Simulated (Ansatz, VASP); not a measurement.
## One calculation of BiPt, two programs

The input INCAR:

```
ALGO     = Normal         # electronic algorithm
EDIFF    = 1E-8           # SCF threshold, eV
ENCUT    = 430            # plane-wave cutoff, eV
GGA      = CA             # functional
GGA_COMPAT= False        
ISIF     = 2              # what is computed and relaxed
ISMEAR   = -1             # smearing method
LASPH    = True           # aspherical terms in the spheres
LCHARG   = False          # write CHGCAR
LEFG     = True         
LREAL    = False          # projectors in reciprocal space
LWAVE    = False          # write WAVECAR
NBANDS   = 41             # bands
NELM     = 120            # most SCF steps
PREC     = Accurate       # precision mode
SIGMA    = 0.05           # smearing width, eV
```

KPOINTS

```
k-points
0
Gamma
  9 9 6
```

Contents of POSCAR:

```
BiPt
1.0
    4.2718501640      0.0000000000      0.0000000000
   -2.1359250821      3.6995307632      0.0000000000
    0.0000000000      0.0000000000      5.4900000000
Bi Pt
2 2
Direct
    0.3333333333      0.6666666667      0.2500000000
    0.6666666667      0.3333333333      0.7500000000
    0.0000000000      0.0000000000      0.0000000000
    0.0000000000      0.0000000000      0.5000000000
```

Input for Ansatz:

```yaml
crystal:
  lattice:
    - [4.271850164, 0.0, 0.0]
    - [-2.1359250821, 3.6995307632, 0.0]
    - [0.0, 0.0, 5.49]
  atoms:
    - { symbol: Bi, position: [0.3333333333, 0.6666666667, 0.25] }
    - { symbol: Bi, position: [0.6666666667, 0.3333333333, 0.75] }
    - { symbol: Pt, position: [0.0, 0.0, 0.0] }
    - { symbol: Pt, position: [0.0, 0.0, 0.5] }
kpoints:
  mp_grid: { grid: [9, 9, 6] }
scf:
  occupations: { method: fermi_dirac, width: 0.05 }
hamiltonian:
  xc: lda
  pseudopotentials: { kind: paw }
output:
  forces: true
  stress: true
  eigenvalues: true
  efg: { contact_densities: true }
```

Change from the starting cell: equal xx and yy strain of -1 %, PAW files.

Alike in both runs: task electric field gradients; functional LDA; k mesh 9 × 9 × 6; occupations fermi-dirac, width 0.05 eV; no spin polarisation.

```csv
,VASP,Ansatz
version,VASP 6.6.1,Ansatz 0.2.0
potentials or method,"VASP PAW LDA potentials, release 64 (Bi_d, Pt_sv_GW)","PAW with Ansatz's default frozen-core files, scalar-relativistic"
plane-wave cutoff (eV),430,420
valence electrons in the cell,66,66
```

|  | VASP | Ansatz | Ansatz less VASP |
| --- | --- | --- | --- |
| size of Vzz on the site where it differs most (V/Å²) | 166.1 | 104.9 | -61.20 |

LDA's correlation is that of Perdew and Zunger in VASP and of Perdew and Wang (1992) in Ansatz.

Spin-orbit coupling is off throughout.
